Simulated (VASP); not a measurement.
Here is a VASP 6.6.1 calculation.

File INCAR:

```
SYSTEM = GdO4
PREC = Accurate ; ENCUT = 520
EDIFF = 1E-7 ; ISMEAR = 0
SIGMA = 0.1 ; LREAL = .False.
LASPH = .True. ; NELM = 150
ALGO = Normal ; ISIF = 2
LWAVE = .False. ; LCHARG = .False.
ISPIN = 2 ; MAGMOM = 7 0 0 0 0
LORBIT = 11 ; LMAXMIX = 6
GGA = PE ; NBANDS = 33
```

File KPOINTS:

```
Automatic mesh
0
Gamma
  6 6 6
  0 0 0
```

File POSCAR:

```
GdO4
1.0
    2.1434657700      1.2375305400      4.1119460400
   -2.1434657700      1.2375305400      4.1119460400
    0.0000000000     -2.4750610800      4.1119460400
Gd O
1 4
Direct
    0.0000000000      0.0000000000      0.0000000000
    0.4130744500      0.4130744500      0.4130744500
    0.5869255500      0.5869255500      0.5869255500
    0.6986128000      0.6986128000      0.6986128000
    0.3013872000      0.3013872000      0.3013872000
```

Potentials or basis: VASP PAW PBE potentials, release 64 (Gd, O).

Run with:

```bash
$ cat potpaw_PBE.64/Gd/POTCAR potpaw_PBE.64/O/POTCAR > POTCAR
$ mpirun -np 1 vasp_std > vasp.out
```

Q: Predict the site moments.

A: Gd +6.71; O -0.26, -0.15 (each value once) μB.

Q: Predict the largest force.

A: 1.644 eV/Å.

Q: What does it give for the net moment?

A: 6.00 μB per cell.

Q: Predict the band gap on the k mesh.

A: Zero (filled and empty bands overlap).

Stress tensor (GPa, compression positive):
```
-6.29  0.00  0.00
 0.00 -6.29  0.00
 0.00  0.00 15.92
```

Caveat: spin-orbit coupling is left out, which moves the levels of the heavy elements; a cell with one magnetic atom can't hold antiferromagnetic order, which such compounds often take; semilocal functionals describe open f shells poorly, which spoils levels, moments and volumes; forces of over 1 eV/Å act on the atoms, so gaps and moduli don't describe the material at rest. With open d or f shells a metallic result of PBE can be an artefact of self-interaction; +U or a hybrid may open a gap.
